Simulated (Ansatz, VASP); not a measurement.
Ti in VASP and in Ansatz

File INCAR:

```
PREC = Accurate
ENCUT = 600
EDIFF = 1E-6
ISMEAR = -1
SIGMA = 0.1
LREAL = False
LASPH = True
NELM = 100
ALGO = Normal
ISIF = 3
LWAVE = False
LCHARG = False
GGA = RE
IBRION = 2
NSW = 80
EDIFFG = -0.01
```

Contents of KPOINTS:

```
Automatic mesh
0
Gamma
  12 12 7
```

The input POSCAR:

```
Ti
1.0
    2.9499978604      0.0000000000      0.0000000000
   -1.4749989302      2.5547730882      0.0000000000
    0.0000000000      0.0000000000      4.6860000000
Ti
2
Direct
    0.3333333333      0.6666666667      0.2500000000
    0.6666666667      0.3333333333      0.7500000000
```

Input for Ansatz:

```yaml
crystal:
  lattice:
    - [2.9499978604, 0.0, 0.0]
    - [-1.4749989302, 2.5547730882, 0.0]
    - [0.0, 0.0, 4.686]
  atoms:
    - { symbol: Ti, position: [0.3333333333, 0.6666666667, 0.25] }
    - { symbol: Ti, position: [0.6666666667, 0.3333333333, 0.75] }
hamiltonian:
  xc: revpbe
  pseudopotentials:
    kind: paw
    azcp:
      Ti: "pseudopotentials/Ti.paw.azcp"
basis:
  ecutwfc: 420
  fft_grid_basis: typed
kpoints:
  mp_grid: { grid: [12, 12, 7], shift: [0, 0, 0] }
magnetization:
  spin_polarized: false
scf:
  occupations: { method: fermi_dirac, width: 0.1 }
relax:
  max_steps: 60
  f_tol: 0.01
  cell: {}
```

Alike in both runs: task relaxation of cell and atoms; functional revPBE; k mesh 12 × 12 × 7; occupations fermi-dirac, width 0.1 eV; no spin polarisation.

|  | VASP | Ansatz |
| --- | --- | --- |
| version | VASP 6.6.1 | Ansatz 0.2.0 |
| potentials or method | VASP PAW PBE potentials, release 64 (Ti_sv), cutoff 600 eV | plane waves (420 eV) with PAW, scalar-relativistic |
| valence electrons in the cell | 24 | 24 |

|  | VASP | Ansatz | Ansatz less VASP |
| --- | --- | --- | --- |
| relaxed volume (Å³/atom) | 17.75 | 17.79 | +0.041 |
| relaxed cell length with the largest relative difference (Å) | 2.957 | 2.960 | +0.0029 |

VASP's potentials were made for PBE, not for revPBE.
